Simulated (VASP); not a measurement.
Here is a VASP 6.6.1 calculation.

The input INCAR:

```
SYSTEM = NiO
ALGO = Normal
EDIFF = 1E-6
ENCUT = 520
GGA = PE
ISIF = 2
ISMEAR = -1
LASPH = .True.
LCHARG = .False.
LREAL = .False.
LWAVE = .False.
NBANDS = 15
NELM = 80
PREC = Accurate
SIGMA = 0.03
```

Contents of KPOINTS:

```
k-points
0
Gamma
  8 8 8
  0 0 0
```

File POSCAR:

```
NiO
1.0
    0.0000000000      2.0893000000      2.0893000000
    2.0893000000      0.0000000000      2.0893000000
    2.0893000000      2.0893000000      0.0000000000
O Ni
1 1
Direct
    0.5000000000      0.5000000000      0.5000000000
    0.0000000000      0.0000000000      0.0000000000
```

Potentials or basis: VASP PAW PBE potentials, release 64 (O, Ni).

Command:

```console
$ cat potpaw_PBE.64/O/POTCAR potpaw_PBE.64/Ni/POTCAR > POTCAR
$ mpirun -np 1 vasp_std > vasp.out
```

**Question.** What does it give for the pressure?

**Answer.** -2.0 GPa.

**Question.** What does it give for the band gap on the k mesh?

**Answer.** Zero (band 8 reaches 9.12 eV, above the bottom of band 9 at 6.31 eV).

Caveat: the run has no spin polarisation, though such a crystal can be magnetic; semilocal functionals often make such compounds metallic where correlation or magnetic order opens a gap, which also shifts bond lengths. Spin polarisation is off, so any magnetic state and its effect on volume and gap are missing.

**What was measured.**

“Local correlations, non-local screening, multiplets, and band formation in NiO”, 2012, arxiv:1210.6675 quotes, for a bulk crystal of NiO: band gap 4.3 eV.

Measured gap of NiO: 4.3 eV (quoted in “Local correlations, non-local screening, multiplets, and band formation in NiO”, 2012, arxiv:1210.6675). This calculation gives 0.00 eV (-4.30 eV). So large a miss can be the level of theory's own, or it may mean another phase, state or a wrong row. The value is that of PBE on a finite k mesh, which can miss the band edges, without temperature or zero-point motion. Semilocal functionals fall short of measured gaps as a rule.
